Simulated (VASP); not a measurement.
BN (pbe), 4 atoms in the cell. The structure is hexagonal, space group P6_3mc (No. 186). The conventional cell has a = 2.516 Å, b = 2.516 Å, c = 4.135 Å, α = 90.00°, β = 90.00°, γ = 120.00°. Within 2.1 Å of B (site symmetry 3m) lie 4 N at 1.54 to 1.55 Å. N (site symmetry 3m) has 4 B at 1.54 to 1.55 Å within 2.1 Å.  This cell differs from its parent crystal: strained cell.

* Program: VASP 6.6.1
* Task: single point
* Functional: PBE
* Potentials or basis: VASP PAW PBE potentials, release 64 (B, N)
* Cutoff: 520 eV
* k mesh: 9 × 9 × 6
* Occupations: gaussian, width 0.02 eV
* Spin: no spin polarisation
* Dipole correction: no
* Further INCAR settings: ALGO = Normal; EDIFF = 1e-06; NBANDS = 16

Potentials or basis: VASP PAW PBE potentials, release 64 (B, N).

The run is started by

```console
$ cat potpaw_PBE.64/B/POTCAR potpaw_PBE.64/N/POTCAR > POTCAR
$ mpirun -np 1 vasp_std > vasp.out
```

Hardware: 1 thread of Intel(R) Xeon(R) 6975P-C (Granite Rapids), with other jobs on the host.

Question: How long does it take, and how much memory?

Answer: Wall time 6.9 s on 1 thread of Intel(R) Xeon(R) 6975P-C (Granite Rapids), with other jobs on the host, peak memory 0.13 GiB. Counts: scf iterations 12, k points 48.
